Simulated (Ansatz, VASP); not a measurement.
**Al: VASP beside Ansatz**

```xyz
1
Lattice="0.0000 2.0250 2.0250 2.0250 0.0000 2.0250 2.0250 2.0250 0.0000" Properties=species:S:1:pos:R:3 pbc="T T T"
Al    0.0000    0.0000    0.0000
```

Alike in both runs: task relaxation of cell and atoms; functional PBE; k mesh 12 × 12 × 12; occupations gaussian, width 0.1 eV; no spin polarisation.

|  | VASP | Ansatz |
| --- | --- | --- |
| version | VASP 6.6.1 | Ansatz 0.2.0 |
| potentials or method | VASP PAW PBE potentials, release 64 (Al) | scalar-relativistic, plane waves, PAW |
| plane-wave cutoff (eV) | 600 | 420 |
| valence electrons in the cell | 3 | 3 |

|  | VASP | Ansatz | Ansatz less VASP |
| --- | --- | --- | --- |
| gap on the k mesh at the Fermi level, each at its own relaxed structure (eV) | none | none | - |
| relaxed volume (Å³/atom) | 16.53 | 16.54 | +0.009 |
| relaxed cell length with the largest relative difference (Å) | 2.859 | 2.860 | +0.0005 |

A gap of «none» marks a metal or a gap that the smearing closes.
